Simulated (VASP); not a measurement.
Input of a VASP 6.6.1 run:

File INCAR:

```
PREC = Accurate
ENCUT = 500
EDIFF = 1E-7
ISMEAR = 0
SIGMA = 0.1
LREAL = False
LASPH = True
NELM = 120
ALGO = Normal
ISIF = 3
LWAVE = False
LCHARG = False
GGA = PS
IBRION = 2
NSW = 70
EDIFFG = -0.008
PSTRESS = 500.0
GGA_COMPAT = False
NELMIN = 4
```

KPOINTS

```
regular mesh
0
Gamma
  18 18 8
```

File POSCAR:

```
Sb
1.0
    3.0030677149      0.0000000000      0.0000000000
   -1.5015338575      2.6007329304      0.0000000000
    0.0000000000      0.0000000000      4.9523402920
Sb
2
Direct
    0.3333333333      0.6666666667      0.2500000000
    0.6666666667      0.3333333333      0.7500000000
```

Potentials or basis: VASP PAW PBE potentials, release 64 (Sb).

Launch:

```bash
$ cat potpaw_PBE.64/Sb/POTCAR > POTCAR
$ mpirun -np 1 vasp_std > vasp.out
```

Q: What does it give for the relaxed cell?

A: a = 2.980 Å, b = 2.980 Å, c = 4.861 Å, α = 90.00°, β = 90.00°, γ = 120.00°.

Q: Estimate the relaxed volume.

A: 18.69 Å³/atom.

Q: Predict the space group after relaxing (to 0.1 Å).

A: P6_3/mmc (No. 194).

Q: Predict the band gap on the k mesh.

A: Zero (bands 5 and 6 overlap by 11.80 eV).

The path:
```tsv
step	energy change (eV)	largest force (eV/Å)	pressure (GPa)	volume (Å³)
1	0.0000	0.0000	41.54	38.68
2	2.1199	0.0000	88.96	33.24
3	0.3519	0.0000	49.65	37.43
4	0.3715	0.0000	50.09	37.37
5	0.3796	0.0000	50.27	37.35
6	0.3749	0.0000	50.19	37.36
7	0.3757	0.0000	50.22	37.35
8	0.3757	0.0000	50.22	37.35
9	0.3423	0.0000	49.46	37.46
10	0.3668	0.0000	50.01	37.38
```

Caveat: the cell is relaxed towards a set pressure, so the run minimises the enthalpy, not the energy; the PAW data sets were made with another functional, which shifts forces and pressure a little; spin-orbit coupling is left out, which moves the levels of the heavy elements.
